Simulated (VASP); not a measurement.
A run of VASP 6.6.1 is set up as follows.

Contents of INCAR:

```
ALGO     = Normal         # electronic algorithm
EDIFF    = 1E-7           # SCF threshold, eV
ENCUT    = 520            # plane-wave cutoff, eV
GGA      = PS             # functional
ISIF     = 2              # what is computed and relaxed
ISMEAR   = 0              # smearing method
LASPH    = T              # aspherical terms in the spheres
LCHARG   = F              # write CHGCAR
LREAL    = F              # projectors in reciprocal space
LWAVE    = F              # write WAVECAR
NBANDS   = 35             # bands
NELM     = 80             # most SCF steps
PREC     = Accurate       # precision mode
SIGMA    = 0.02           # smearing width, eV
```

KPOINTS

```
k-points
0
Gamma
  12 12 4
```

The input POSCAR:

```
MoS2
1.0
    3.0808465594      0.0000000000      0.0000000000
   -1.5404232797      2.6680913856      0.0000000000
    0.0000000000      0.0000000000     11.4358767990
Mo S
2 4
Direct
    0.6666666667      0.3333333333      0.2499983751
    0.3333333333      0.6666666667      0.7500016249
    0.3333333333      0.6666666667      0.3869421018
    0.6666666667      0.3333333333      0.8869486069
    0.3333333333      0.6666666667      0.1130513931
    0.6666666667      0.3333333333      0.6130578982
```

Potentials or basis: VASP PAW PBE potentials, release 64 (Mo_sv, S).

The run is started by

```console
$ cat potpaw_PBE.64/Mo_sv/POTCAR potpaw_PBE.64/S/POTCAR > POTCAR
$ mpirun -np 1 vasp_std > vasp.out
```

Predict the band gap on the k mesh.

0.38 eV (least direct gap 1.79 eV).

What does it give for the largest force?

0.006 eV/Å.

Predict the pressure.

8.0 GPa.

Forces on the atoms (eV/Å):
```
Mo   0.000  0.000  0.000
Mo   0.000  0.000  0.000
S    0.000  0.000 -0.006
S    0.000  0.000 -0.006
S    0.000  0.000  0.006
S    0.000  0.000  0.006
```

Caveat: the cell stands under pressure; the PAW data sets were made with another functional, which shifts forces and pressure a little. A k mesh can miss the band edges.
